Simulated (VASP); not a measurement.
# Os (Fm-3m) in VASP: a series of runs, part 2 of 2

VASP 6.6.1.

### 4 Single point, PBEsol

This run uses another cell than the first one, of 13.36 Å³/atom.

INCAR

```
PREC = Accurate ; ENCUT = 600
EDIFF = 1E-6 ; ISMEAR = -1
SIGMA = 0.1 ; LREAL = False
LASPH = True ; NELM = 120
ALGO = Normal ; ISIF = 2
LWAVE = False ; LCHARG = False
GGA = PS ; NBANDS = 10
GGA_COMPAT = False
```

KPOINTS

```
regular mesh
0
Gamma
  19 19 19
```

POSCAR

```
Os
1.0
    0.0000000000      1.8833862747      1.8833862747
    1.8833862747      0.0000000000      1.8833862747
    1.8833862747      1.8833862747      0.0000000000
Os
1
Direct
    0.0000000000      0.0000000000      0.0000000000
```

Potentials or basis: VASP PAW PBE potentials, release 64 (Os).

On the command line:

```console
cat potpaw_PBE.64/Os/POTCAR > POTCAR
mpirun -np 1 vasp_std > vasp.out
```

OUTCAR:

```text
PREC = Accurate
   ENCUT = 600
   EDIFF = 1E-6
   ISMEAR = -1
   LREAL = False
   LASPH = True
   NELM = 120
   ISIF = 2
   GGA = PS

 ion  position               nearest neighbor table
   1  0.000  0.000  0.000-

  LATTYP: Found a face centered cubic cell.
 ALAT       =     3.7667725494

  Lattice vectors:

 A1 = (   0.0000000000,   1.8833862747,   1.8833862747)
 A2 = (   1.8833862747,   0.0000000000,   1.8833862747)
 A3 = (   1.8833862747,   1.8833862747,   0.0000000000)

Analysis of symmetry for initial positions (statically):
=====================================================================
 Subroutine PRICEL returns:
 Original cell was already a primitive cell.

 Routine SETGRP: Setting up the symmetry group for a
 face centered cubic supercell.

 Subroutine GETGRP returns: Found 48 space group operations
 (whereof 48 operations were pure point group operations)
 out of a pool of 48 trial point group operations.

The static configuration has the point symmetry O_h .

Analysis of symmetry for dynamics (positions and initial velocities):
=====================================================================
 Subroutine PRICEL returns:
 Original cell was already a primitive cell.

 Routine SETGRP: Setting up the symmetry group for a
 face centered cubic supercell.

 Subroutine GETGRP returns: Found 48 space group operations
 (whereof 48 operations were pure point group operations)
 out of a pool of 48 trial point group operations.

The dynamic configuration has the point symmetry O_h .

 Subroutine INISYM returns: Found 48 space group operations
 (whereof 48 operations are pure point group operations),
 and found     1 'primitive' translations

----------------------------------------------------------------------------------------

                                     Primitive cell

  volume of cell :      13.3613

  direct lattice vectors                    reciprocal lattice vectors
     0.000000000  1.883386275  1.883386275    -0.265479263  0.265479263  0.265479263
     1.883386275  0.000000000  1.883386275     0.265479263 -0.265479263  0.265479263
     1.883386275  1.883386275  0.000000000     0.265479263  0.265479263 -0.265479263

  length of vectors
     2.663510413  2.663510413  2.663510413     0.459823572  0.459823572  0.459823572

  position of ions in fractional coordinates (direct lattice)
     0.000000000  0.000000000  0.000000000

  ion indices of the primitive-cell ions
   primitive index   ion index
                 1           1

----------------------------------------------------------------------------------------

 KPOINTS: regular mesh

Automatic generation of k-mesh.
 Grid dimensions read from file:
 generate k-points for:   19   19   19

 Generating k-lattice:

  Cartesian coordinates                     Fractional coordinates (reciprocal lattice)
    -0.013972593  0.013972593  0.013972593     0.052631579  0.000000000  0.000000000
     0.013972593 -0.013972593  0.013972593     0.000000000  0.052631579  0.000000000
     0.013972593  0.013972593 -0.013972593     0.000000000  0.000000000  0.052631579

  Length of vectors
     0.024201241  0.024201241  0.024201241

  Shift w.r.t. Gamma in fractional coordinates (k-lattice)
     0.000000000  0.000000000  0.000000000

 Subroutine IBZKPT returns following result:
 ===========================================

 Found    220 irreducible k-points:

 Following reciprocal coordinates:
            Coordinates               Weight
  0.000000  0.000000  0.000000      1.000000
  0.052632  0.000000  0.000000      8.000000
  0.105263  0.000000  0.000000      8.000000
  0.157895  0.000000  0.000000      8.000000
  0.210526  0.000000  0.000000      8.000000
  0.263158  0.000000  0.000000      8.000000
[... 16 lines left out ...]
 -0.315789  0.052632  0.000000     24.000000
 -0.263158  0.052632  0.000000     24.000000
 [... further k-points ...]
   k-points           NKPTS =    220   k-points in BZ     NKDIM =    220   number of bands    NBANDS=     10
   number of dos      NEDOS =    301   number of ions     NIONS =      1
   total plane-waves  NPLWV =  13824
   dimension x,y,z NGX =    24 NGY =   24 NGZ =   24
   dimension x,y,z NGXF=    48 NGYF=   48 NGZF=   48
   ions per type =               1
   NGX,Y,Z   is equivalent  to a cutoff of  14.98, 14.98, 14.98 a.u.
   NGXF,Y,Z  is equivalent  to a cutoff of  29.96, 29.96, 29.96 a.u.
 SYSTEM =  unknown system
   PREC   = accura    normal or accurate (medium, high low for compatibility)
   ISTART =      0    job   : 0-new  1-cont  2-samecut
   ICHARG =      2    charge: 1-file 2-atom 10-const
   ISPIN  =      1    spin polarized calculation?
   LNONCOLLINEAR =      F non collinear calculations
   LSORBIT =      F    spin-orbit coupling
   LASPH  =      T    aspherical Exc in radial PAW
   ENCUT  =  600.0 eV  44.10 Ry    6.64 a.u.   5.32  5.32  5.32*2*pi/ulx,y,z
   NELM   =    120;   NELMIN=  2; NELMDL= -5     # of ELM steps
   EDIFF  = 0.1E-05   stopping-criterion for ELM
   LREAL  =      F    real-space projection
   EDIFFG = 0.1E-04   stopping-criterion for IOM
   NSW    =      0    number of steps for IOM
   IBRION =     -1    ionic relax: 0-MD 1-quasi-New 2-CG
   NFREE  =      0    steps in history (QN), initial steepest desc. (CG)
   ISIF   =      2    stress and relaxation
   ISYM   =      2    0-nonsym 1-usesym 2-fastsym
   POTIM  = 0.5000    time-step for ionic-motion
   TEBEG  =    0.0;   TEEND  =   0.0 temperature during run
   PSTRESS=    0.0 pullay stress
   NELECT =       8.0000    total number of electrons
   NUPDOWN=      -1.0000    fix difference up-down
   EMIN   =  10.00;   EMAX   =-10.00  energy-range for DOS
   EFERMI =   0.00;   METHOD = LEGACY
   ISMEAR =    -1;   SIGMA  =   0.10  broadening in eV -4-tet -1-fermi 0-gaus
   EFERMI_NEDOS =   21; number of points for ismear=-14 and -15
   IALGO  =     38    algorithm
   IMIX   =      4    mixing-type and parameters
     AMIX     =   0.40;   BMIX     =  1.00
     AMIX_MAG =   1.60;   BMIX_MAG =  1.00
  volume/ion in A,a.u.               =      13.36        90.17
  Fermi-wavevector in a.u.,A,eV,Ry     =   1.379819  2.607480 25.904135  1.903900
  Thomas-Fermi vector in A             =   2.504753
   LORBIT       =      0    0 simple, 1 ext, 2 COOP (PROOUT), +10 PAW based schemes
   GGA     = PS    functional components
   LHFCALC =     F    Hartree Fock is set to
   AEXX    =    0.0000 exact exchange contribution
   IVDW    =     0    specifies the selected vdW correction
   LEPSILON=     F    determine dielectric tensor
   LRPA    =     F    only Hartree local field effects (RPA)
 non-spin polarized calculation
  energy-cutoff  :      600.00
  volume of cell :       13.36
 maximum number of plane-waves:       459
 NGX is ok and might be reduce to    24
   NGX = 11   NGY = 11   NGZ = 11

 number of electron       8.0000000 magnetization

 Free energy of the ion-electron system (eV)
  ---------------------------------------------------
  ext. energy  EPLUGINS =         0.00000000
  ---------------------------------------------------
  free energy    TOTEN  =       -12.07652285 eV

  energy without entropy =      -12.05546360  energy(sigma->0) =      -12.06599322

 E-fermi :   9.9260     XC(G=0): -14.4151

 val. band max:        9.9184130345   @ k =   0.0526   0.0000   0.0000
 cond. band min:       9.9598020665   @ k =   0.4737   0.3158   0.1053
 fundamental gap:      0.0413890321
 Fermi energy:         9.9259620238

 k-point     1 :       0.0000    0.0000    0.0000
  band No.  band energies     occupation
      1      -1.4011      2.00000
      2       6.6671      2.00000
      3       6.6671      2.00000
      4       6.6671      2.00000
      5       9.9679      0.79351
      6       9.9679      0.79351
      7      24.1237      0.00000
      8      30.2117      0.00000
      9      30.2117      0.00000
     10      30.2117      0.00000
[... 287 lines left out ...]
 k-point    24 :      -0.2632    0.0526    0.0000
  band No.  band energies     occupation
      1       1.4323      2.00000
      2       6.0375      2.00000
      3       7.0535      2.00000
      4       7.1765      2.00000
      5       9.9758      0.75574
      6      11.0488      0.00003
      7      23.7204      0.00000
      8      27.8383      0.00000
      9      33.9347      0.00000
     10      34.3736      0.00000

 [... further k-points ...]

------------------------ aborting loop because EDIFF is reached ----------------------------------------

  FORCE on cell =-STRESS in cart. coord.  units (eV):
  Direction    XX          YY          ZZ          XY          YZ          ZX
  --------------------------------------------------------------------------------------
  -------------------------------------------------------------------------------------
  Total        1.7848119      1.7848119      1.7848119      0.0000000     -0.0000000      0.0000000
  in kB      214.0202348    214.0202348    214.0202348      0.0000000     -0.0000000      0.0000000
  external PRESSURE =     214.0202348 kB  Pullay stress =       0.0000000 kB

 VOLUME and BASIS-vectors are now :
 -----------------------------------------------------------------------------
  energy-cutoff  :      600.00
  volume of cell :       13.36
      direct lattice vectors                 reciprocal lattice vectors
     0.000000000  1.883386275  1.883386275    -0.265479263  0.265479263  0.265479263
     1.883386275  0.000000000  1.883386275     0.265479263 -0.265479263  0.265479263
     1.883386275  1.883386275  0.000000000     0.265479263  0.265479263 -0.265479263

 POSITION                                       TOTAL-FORCE (eV/Angst)
 -----------------------------------------------------------------------------------
      0.00000      0.00000      0.00000         0.000000      0.000000      0.000000
 -----------------------------------------------------------------------------------
    total drift:                               -0.000000      0.000000     -0.000000

  FREE ENERGIE OF THE ION-ELECTRON SYSTEM (eV)
  ---------------------------------------------------
  free  energy   TOTEN  =       -12.0765228479 eV

  energy  without entropy=      -12.0554635961  energy(sigma->0) =      -12.06599322
```

stdout:

```text
POSCAR found type information on POSCAR Os
 POSCAR found :  1 types and       1 ions
 scaLAPACK will be used
 -----------------------------------------------------------------------------
|                                                                             |
|                                                                             |
|     You enforced a specific xc type in the INCAR file but a different       |
|     I HOPE YOU KNOW WHAT YOU ARE DOING!                                     |
|                                                                             |
 -----------------------------------------------------------------------------

 LDA part: xc-table for (Slater+PW92), standard interpolation
 POSCAR, INCAR and KPOINTS ok, starting setup
 FFT: planning ... GRIDC
 FFT: planning ... GRID_SOFT
 FFT: planning ... GRID
 WAVECAR not read
 entering main loop
```

Wall time 28 s (1 thread of AMD EPYC 7R13 (Zen 3), shared host); peak memory 0.14 GiB.

What came out:

```
Free energy            : -12.0765 eV
Pressure               : 21.4 GPa
Band gap on the k mesh : zero (bands 4 and 5 overlap by 4.13 eV)
```

Levels at points of the mesh, in eV from the Fermi level:
```csv
k point,band 1,band 2,band 3,band 4,band 5,band 6,band 7,band 8,band 9
"(0.00, 0.00, 0.00)",-11.33,-3.26,-3.26,-3.26,0.04,0.04,14.20,20.29,20.29
```

Caveat: the cell stands under pressure; the PAW data sets were made with another functional, which shifts forces and pressure a little; spin-orbit coupling is left out, which moves the levels of the heavy elements.

### 5 Overview

| cell | gap on the mesh (eV) | pressure (GPa) |
| --- | --- | --- |
| a = 2.605 Å, angles 60.0°, 1 atom | none | 63.0 |
| a = 2.632 Å, angles 60.0°, 1 atom | none | 42.2 |
| a = 2.664 Å, angles 60.0°, 1 atom | none | 21.4 |

Alike in all rows: task single point; level PBEsol; potentials or basis VASP PAW PBE potentials, release 64 (Os); no spin polarisation; k mesh 19 × 19 × 19; cutoff (eV) 600; smearing fermi-dirac 0.1 eV.

Caveats: the cell stands under pressure; the PAW data sets were made with another functional, which shifts forces and pressure a little; spin-orbit coupling is left out, which moves the levels of the heavy elements.

Absolute energies hang on the potentials; compare differences alone.

The gap in the log of VASP goes by the Fermi energy; the results here count the filled bands.